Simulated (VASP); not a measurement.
# TaAl4 (Pm-3m) in VASP: further runs, part 2 of 2

VASP 6.6.1.

## 4. Relaxation of cell and atoms, PBE

Input file INCAR:

```
SYSTEM = TaAl4
PREC = Accurate ; ENCUT = 600
EDIFF = 1E-6 ; ISMEAR = 0
SIGMA = 0.1 ; LREAL = .False.
LASPH = .True. ; NELM = 60
ALGO = Fast ; ISIF = 3
LWAVE = .False. ; LCHARG = .False.
GGA = PE ; IBRION = 2
NSW = 90 ; EDIFFG = -0.04
```

Input file KPOINTS:

```
regular mesh
0
Gamma
  4 4 4
  0 0 0
```

Input file POSCAR:

```
TaAl4
1.0
    4.4810132400      0.0000000000      0.0000000000
    0.0000000000      4.4810132400      0.0000000000
    0.0000000000      0.0000000000      4.4810132400
Ta Al
1 4
Direct
    0.5000000000      0.5000000000      0.5000000000
    0.5000000000      0.0000000000      0.0000000000
    0.0000000000      0.5000000000      0.0000000000
    0.0000000000      0.0000000000      0.5000000000
    0.0000000000      0.0000000000      0.0000000000
```

Potentials or basis: VASP PAW PBE potentials, release 64 (Ta_pv, Al).

Run with:

```
cat potpaw_PBE.64/Ta_pv/POTCAR potpaw_PBE.64/Al/POTCAR > POTCAR
mpirun -np 1 vasp_std > vasp.out
```

OUTCAR:

```text
SYSTEM = TaAl4
   PREC = Accurate
   ENCUT = 600
   EDIFF = 1E-6
   ISMEAR = 0
   LREAL = .False.
   LASPH = .True.
   NELM = 60
   ISIF = 3
   GGA = PE
   IBRION = 2
   NSW = 90
   EDIFFG = -0.04

 ion  position               nearest neighbor table
   1  0.500  0.500  0.500-   2 3.17   3 3.17   4 3.17   2 3.17   3 3.17   2 3.17   4 3.17   2 3.17
                             3 3.17   4 3.17   3 3.17   4 3.17
   2  0.500  0.000  0.000-   5 2.24   5 2.24   4 3.17   1 3.17   1 3.17   4 3.17   1 3.17   3 3.17
                             1 3.17   3 3.17   4 3.17   3 3.17   4 3.17   3 3.17
   3  0.000  0.500  0.000-   5 2.24   5 2.24   4 3.17   1 3.17   1 3.17   4 3.17   2 3.17   4 3.17
                             2 3.17   4 3.17   1 3.17   2 3.17   1 3.17   2 3.17
   4  0.000  0.000  0.500-   5 2.24   5 2.24   3 3.17   1 3.17   2 3.17   3 3.17   2 3.17   1 3.17
                             3 3.17   3 3.17   1 3.17   2 3.17   2 3.17   1 3.17
   5  0.000  0.000  0.000-   2 2.24   3 2.24   4 2.24   4 2.24   3 2.24   2 2.24

  LATTYP: Found a simple cubic cell.
 ALAT       =     4.4810132400

  Lattice vectors:

[... 196 lines left out ...]
     14       8.5856      0.00000
[... 238 lines left out ...]
--------------------------------------- Ionic step        3  -------------------------------------------

 number of electron      23.0000002 magnetization

 Free energy of the ion-electron system (eV)
  ---------------------------------------------------
  ext. energy  EPLUGINS =         0.00000000
  ---------------------------------------------------
  free energy    TOTEN  =       -20.66523949 eV

  energy without entropy =      -20.63338772  energy(sigma->0) =      -20.64931360

 E-fermi :   5.6755     XC(G=0):  -9.8753

 val. band max:        5.6393426221   @ k =   0.2500   0.0000   0.0000
 cond. band min:       5.7124287728   @ k =   0.2500   0.2500   0.2500
 fundamental gap:      0.0730861508
 Fermi energy:         5.6754745485

 k-point     1 :       0.0000    0.0000    0.0000
  band No.  band energies     occupation
      1     -29.8128      2.00000
      2     -29.8128      2.00000
      3     -29.8128      2.00000
      4      -4.3916      2.00000
      5       2.1730      2.00000
      6       2.1730      2.00000
      7       2.1730      2.00000
      8       2.3202      2.00000
      9       2.3202      2.00000
     10       3.3527      2.00000
     11       5.5265      1.96492
     12       5.5265      1.96492
     13       5.5265      1.96492
     14       6.9232      0.00000
[... 193 lines left out ...]
  FREE ENERGIE OF THE ION-ELECTRON SYSTEM (eV)
  ---------------------------------------------------
  free  energy   TOTEN  =       -20.6652394939 eV

  energy  without entropy=      -20.6333877160  energy(sigma->0) =      -20.64931360

 reached required accuracy - stopping structural energy minimisation
```

OSZICAR:

```text
N       E                     dE             d eps       ncg     rms          rms(c)
DAV:   1     0.100730766984E+03    0.10073E+03   -0.11156E+04   300   0.142E+03
DAV:   2    -0.209553193980E+02   -0.12169E+03   -0.12047E+03   377   0.277E+02
DAV:   3    -0.239933244506E+02   -0.30380E+01   -0.29177E+01   398   0.380E+01
[... 58 lines left out ...]
RMM:   7    -0.206652223643E+02   -0.95828E-04   -0.16036E-03   334   0.177E-01    0.353E-02
RMM:   8    -0.206652632797E+02   -0.40915E-04   -0.20891E-04   325   0.633E-02    0.324E-02
RMM:   9    -0.206652461531E+02    0.17127E-04   -0.40892E-04   346   0.682E-02    0.148E-02
RMM:  10    -0.206652389269E+02    0.72263E-05   -0.42055E-05   294   0.307E-02    0.902E-03
RMM:  11    -0.206652394939E+02   -0.56708E-06   -0.97481E-06   244   0.146E-02
   3 F= -.20665239E+02 E0= -.20649314E+02  d E =-.382061E+00
```

Run time: 77 s. Hardware: 1 thread of Intel Xeon Platinum 8488C (Sapphire Rapids), shared host; peak memory 0.21 GiB.

What came out:

- Free energy: -20.6652 eV
- Relaxed volume: 20.53 Å³/atom
- Relaxed cell: a = 4.682 Å, b = 4.682 Å, c = 4.682 Å, α = 90.00°, β = 90.00°, γ = 90.00°
- Space group after relaxing (to 0.05 Å): Pm-3m (No. 221)
- Energy gained by relaxing: 76.4 meV/atom
- Ionic steps: 3
- Pressure after relaxing: 0.0 GPa

The path:
| step | energy change (eV) | largest force (eV/Å) | pressure (GPa) | volume (Å³) |
| --- | --- | --- | --- | --- |
| 1 | 0.0000 | 0.0000 | 10.66 | 89.98 |
| 2 | -0.3563 | 0.0000 | -2.12 | 106.48 |
| 3 | -0.3821 | 0.0000 | 0.01 | 102.64 |

Final structure:
```yaml
crystal:
  lattice:
    - [4.68206, 0.00000, 0.00000]
    - [0.00000, 4.68206, 0.00000]
    - [0.00000, 0.00000, 4.68206]
  atoms:
    - { symbol: Ta, position: [0.50000, 0.50000, 0.50000] }
    - { symbol: Al, position: [0.50000, 0.00000, 0.00000] }
    - { symbol: Al, position: [0.00000, 0.50000, 0.00000] }
    - { symbol: Al, position: [0.00000, 0.00000, 0.50000] }
    - { symbol: Al, position: [0.00000, 0.00000, 0.00000] }
```

Caveat: spin-orbit coupling is left out, which moves the levels of the heavy elements.

## 5. Single point, PBE

This run uses another cell than the first one, of 20.73 Å³/atom, 1.152 times its volume.

Input file INCAR:

```
PREC     = Accurate       # precision mode
ENCUT    = 520            # plane-wave cutoff, eV
EDIFF    = 1E-6           # SCF threshold, eV
ISMEAR   = 0              # smearing method
SIGMA    = 0.1            # smearing width, eV
LREAL    = False          # projectors in reciprocal space
LASPH    = True           # aspherical terms in the spheres
NELM     = 100            # most SCF steps
ALGO     = Fast           # electronic algorithm
ISIF     = 2              # what is computed and relaxed
LWAVE    = False          # write WAVECAR
LCHARG   = False          # write CHGCAR
GGA      = PE             # functional
NBANDS   = 20             # bands
```

Input file KPOINTS:

```
regular mesh
0
Gamma
  8 8 8
```

POSCAR, as its differences from that of step 4:

```diff
@@ -2,5 +2,5 @@
 1.0
-    4.4810132400      0.0000000000      0.0000000000
-    0.0000000000      4.4810132400      0.0000000000
-    0.0000000000      0.0000000000      4.4810132400
+    4.6976407793      0.0000000000      0.0000000000
+    0.0000000000      4.6976407793      0.0000000000
+    0.0000000000      0.0000000000      4.6976407793
 Ta Al
```

Run with:

```
cat potpaw_PBE.64/Ta_pv/POTCAR potpaw_PBE.64/Al/POTCAR > POTCAR
mpirun -np 1 vasp_std > vasp.out
```

Run time: 78 s. Hardware: 1 thread of Intel Xeon Platinum 8488C (Sapphire Rapids), shared host; peak memory 0.24 GiB.

It converged, with:

```yaml
Free_energy: -20.7683 eV
Pressure: 0.0 GPa
```

Levels at points of the mesh, in eV from the Fermi level:
```csv
k point,band 10,band 11,band 12,band 13,band 14,band 15
"(0.00, 0.00, 0.00)",-2.25,-0.13,-0.13,-0.13,1.25,1.25
"(0.50, 0.00, 0.00)",-0.94,-0.22,-0.01,-0.01,0.09,0.59
"(0.50, 0.50, 0.00)",-1.38,-1.38,0.13,0.62,1.39,1.39
"(0.50, 0.50, 0.50)",-2.72,-1.49,0.72,0.72,1.09,1.09
```

Caveat: spin-orbit coupling is left out, which moves the levels of the heavy elements.

## 6. Relaxation of cell and atoms, PBE

This run uses another cell than the first one, of 20.49 Å³/atom, 1.138 times its volume.

Input file INCAR:

```
ALGO     = Normal         # electronic algorithm
EDIFF    = 1E-6           # SCF threshold, eV
EDIFFG   = -0.01          # ionic threshold
ENCUT    = 600            # plane-wave cutoff, eV
GGA      = PE             # functional
IBRION   = 2              # ionic algorithm
ISIF     = 3              # what is computed and relaxed
ISMEAR   = 0              # smearing method
LASPH    = True           # aspherical terms in the spheres
LCHARG   = False          # write CHGCAR
LREAL    = False          # projectors in reciprocal space
LWAVE    = False          # write WAVECAR
NELM     = 80             # most SCF steps
NSW      = 100            # ionic steps
PREC     = Accurate       # precision mode
SIGMA    = 0.1            # smearing width, eV
```

Input file KPOINTS:

```
k-points
0
Gamma
  8 8 8
```

POSCAR, as its differences from that of step 5:

```diff
@@ -2,5 +2,5 @@
 1.0
-    4.6976407793      0.0000000000      0.0000000000
-    0.0000000000      4.6976407793      0.0000000000
-    0.0000000000      0.0000000000      4.6976407793
+    4.6788466524      0.0000000000      0.0000000000
+    0.0000000000      4.6788466524      0.0000000000
+    0.0000000000      0.0000000000      4.6788466524
 Ta Al
```

Potentials or basis: VASP PAW PBE potentials, release 64 (Ta_pv, Al).

Run with:

```
cat potpaw_PBE.64/Ta_pv/POTCAR potpaw_PBE.64/Al/POTCAR > POTCAR
mpirun -np 1 vasp_std > vasp.out
```

OUTCAR:

```text
EDIFF = 1E-6
   EDIFFG = -0.01
   ENCUT = 600
   GGA = PE
   IBRION = 2
   ISIF = 3
   ISMEAR = 0
   LASPH = True
   LREAL = False
   NELM = 80
   NSW = 100
   PREC = Accurate

 ion  position               nearest neighbor table
   1  0.500  0.500  0.500-   2 3.31   3 3.31   4 3.31   2 3.31   3 3.31   2 3.31   4 3.31   2 3.31
                             3 3.31   4 3.31   3 3.31   4 3.31
   2  0.500  0.000  0.000-   5 2.34   5 2.34   4 3.31   1 3.31   1 3.31   4 3.31   1 3.31   3 3.31
                             1 3.31   3 3.31   4 3.31   3 3.31   4 3.31   3 3.31
   3  0.000  0.500  0.000-   5 2.34   5 2.34   4 3.31   1 3.31   1 3.31   4 3.31   2 3.31   4 3.31
                             2 3.31   4 3.31   1 3.31   2 3.31   1 3.31   2 3.31
   4  0.000  0.000  0.500-   5 2.34   5 2.34   3 3.31   1 3.31   2 3.31   3 3.31   2 3.31   1 3.31
                             3 3.31   3 3.31   1 3.31   2 3.31   2 3.31   1 3.31
   5  0.000  0.000  0.000-   2 2.34   3 2.34   4 2.34   4 2.34   3 2.34   2 2.34

  LATTYP: Found a simple cubic cell.
 ALAT       =     4.6788466524

  Lattice vectors:

 A1 = (   4.6788466524,   0.0000000000,   0.0000000000)
 A2 = (   0.0000000000,   4.6788466524,   0.0000000000)
 A3 = (   0.0000000000,   0.0000000000,   4.6788466524)

Analysis of symmetry for initial positions (statically):
=====================================================================
 Subroutine PRICEL returns:
 Original cell was already a primitive cell.

 Routine SETGRP: Setting up the symmetry group for a
 simple cubic supercell.

 Subroutine GETGRP returns: Found 48 space group operations
 (whereof 48 operations were pure point group operations)
 out of a pool of 48 trial point group operations.

The static configuration has the point symmetry O_h .

Analysis of symmetry for dynamics (positions and initial velocities):
=====================================================================
 Subroutine PRICEL returns:
 Original cell was already a primitive cell.

 Routine SETGRP: Setting up the symmetry group for a
 simple cubic supercell.

[... 156 lines left out ...]
  ext. energy  EPLUGINS =         0.00000000
  ---------------------------------------------------
  free energy    TOTEN  =       -20.76559022 eV

  energy without entropy =      -20.74835861  energy(sigma->0) =      -20.75697441

------------------------ aborting loop because EDIFF is reached ----------------------------------------

  FORCE on cell =-STRESS in cart. coord.  units (eV):
  Direction    XX          YY          ZZ          XY          YZ          ZX
  --------------------------------------------------------------------------------------
  -------------------------------------------------------------------------------------
  Total        0.4879979      0.4879979      0.4879979      0.0000000      0.0000000      0.0000000
  in kB        7.6332956      7.6332956      7.6332956      0.0000000      0.0000000      0.0000000
  external PRESSURE =       7.6332956 kB  Pullay stress =       0.0000000 kB
[... 65 lines left out ...]
--------------------------------------- Ionic step        3  -------------------------------------------

 number of electron      23.0000001 magnetization

 Free energy of the ion-electron system (eV)
  ---------------------------------------------------
  ext. energy  EPLUGINS =         0.00000000
  ---------------------------------------------------
  free energy    TOTEN  =       -20.76873512 eV

  energy without entropy =      -20.75114840  energy(sigma->0) =      -20.75994176

 E-fermi :   5.5102     XC(G=0):  -9.8335

 val. band max:        5.5026791205   @ k =   0.5000   0.0000   0.0000
 cond. band min:       5.5410532327   @ k =   0.5000   0.1250   0.1250
 fundamental gap:      0.0383741122
 Fermi energy:         5.5102278122

 k-point     1 :       0.0000    0.0000    0.0000
  band No.  band energies     occupation
      1     -30.0320      2.00000
      2     -30.0320      2.00000
      3     -30.0320      2.00000
      4      -4.3917      2.00000
      5       2.1436      2.00000
      6       2.1436      2.00000
      7       2.1436      2.00000
      8       2.2440      2.00000
      9       2.2440      2.00000
     10       3.2615      2.00000
     11       5.3784      1.93776
     12       5.3784      1.93776
     13       5.3784      1.93776
     14       6.7615      0.00000
[... 401 lines left out ...]
      2     -30.0337      2.00000
      3     -30.0320      2.00000
      4      -2.7171      2.00000
      5      -0.7763      2.00000
      6      -0.1994      2.00000
      7       1.7321      2.00000
      8       2.1889      2.00000
      9       3.8827      2.00000
     10       4.1014      2.00000
     11       5.2250      1.99995
     12       5.4212      1.79175
     13       6.0675      0.00000
     14       6.5024      0.00000
     15       7.0172      0.00000

 [... further k-points ...]

------------------------ aborting loop because EDIFF is reached ----------------------------------------

  FORCE on cell =-STRESS in cart. coord.  units (eV):
  Direction    XX          YY          ZZ          XY          YZ          ZX
  --------------------------------------------------------------------------------------
  -------------------------------------------------------------------------------------
  Total        0.0008581      0.0008581      0.0008581      0.0000000     -0.0000000      0.0000000
  in kB        0.0132533      0.0132533      0.0132533      0.0000000     -0.0000000      0.0000000
  external PRESSURE =       0.0132533 kB  Pullay stress =       0.0000000 kB
[... 20 lines left out ...]
  FREE ENERGIE OF THE ION-ELECTRON SYSTEM (eV)
  ---------------------------------------------------
  free  energy   TOTEN  =       -20.7687351220 eV

  energy  without entropy=      -20.7511484011  energy(sigma->0) =      -20.75994176

 reached required accuracy - stopping structural energy minimisation
```

OSZICAR:

```text
N       E                     dE             d eps       ncg     rms          rms(c)
DAV:   1     0.901787480663E+02    0.90179E+02   -0.10783E+04  1058   0.139E+03
[... 26 lines left out ...]
       N       E                     dE             d eps       ncg     rms          rms(c)
DAV:   1    -0.207690256613E+02   -0.33444E-03   -0.62356E-03  1253   0.664E-01    0.975E-02
DAV:   2    -0.207689821601E+02    0.43501E-04   -0.56244E-03  1342   0.295E-01    0.755E-02
DAV:   3    -0.207687395067E+02    0.24265E-03   -0.15387E-03  1364   0.134E-01    0.178E-02
DAV:   4    -0.207687341085E+02    0.53981E-05   -0.76372E-05  1278   0.565E-02    0.625E-03
DAV:   5    -0.207687353235E+02   -0.12150E-05   -0.12773E-05  1369   0.193E-02    0.398E-03
DAV:   6    -0.207687351220E+02    0.20150E-06   -0.16409E-06   658   0.541E-03
   3 F= -.20768735E+02 E0= -.20759942E+02  d E =-.314490E-02
```

Run time: 5.2 min. Hardware: 1 thread of AMD EPYC 7R13, shared host; peak memory 0.26 GiB.

Results:

```
Free energy                            : -20.7687 eV
Relaxed volume                         : 20.75 Å³/atom
Relaxed cell                           : a = 4.699 Å, b = 4.699 Å, c = 4.699 Å, α = 90.00°, β = 90.00°, γ = 90.00°
Space group after relaxing (to 0.05 Å) : Pm-3m (No. 221)
Energy gained by relaxing              : 0.6 meV/atom
Ionic steps                            : 3
Pressure after relaxing                : 0.0 GPa
```

The path:
```tsv
step	energy change (eV)	largest force (eV/Å)	pressure (GPa)	volume (Å³)
1	0.0000	0.0000	0.76	102.43
2	-0.0031	0.0000	-0.09	103.88
3	-0.0031	0.0000	0.00	103.74
```

Final structure:
```
CELL_PARAMETERS angstrom
4.69869 0.00000 0.00000
0.00000 4.69869 0.00000
0.00000 0.00000 4.69869
ATOMIC_POSITIONS crystal
Ta 0.50000 0.50000 0.50000
Al 0.50000 0.00000 0.00000
Al 0.00000 0.50000 0.00000
Al 0.00000 0.00000 0.50000
Al 0.00000 0.00000 0.00000
```

Caveat: spin-orbit coupling is left out, which moves the levels of the heavy elements.

## 7. The runs side by side

| task | cell | k mesh | cutoff (eV) | gap on the mesh (eV) | pressure (GPa) | relaxed volume (Å³/atom) |
| --- | --- | --- | --- | --- | --- | --- |
| single point | a = 4.481 Å, 5 atoms | 4 × 4 × 4 | 520 | none | 10.6 | - |
| single point | a = 4.679 Å, 5 atoms | 4 × 4 × 4 | 520 | none | 0.2 | - |
| relaxation of cell and atoms | relaxed from a = 4.481 Å, 5 atoms | 4 × 4 × 4 | 600 | none | 0.0 | 20.53 |
| single point | a = 4.698 Å, 5 atoms | 8 × 8 × 8 | 520 | none | 0.0 | - |
| relaxation of cell and atoms | relaxed from a = 4.679 Å, 5 atoms | 8 × 8 × 8 | 600 | none | 0.0 | 20.75 |

Alike in all rows: level PBE; potentials or basis VASP PAW PBE potentials, release 64 (Ta_pv, Al); no spin polarisation; smearing gaussian 0.1 eV.

Caveats: spin-orbit coupling is left out, which moves the levels of the heavy elements.

Absolute energies hang on the potentials; compare differences alone.
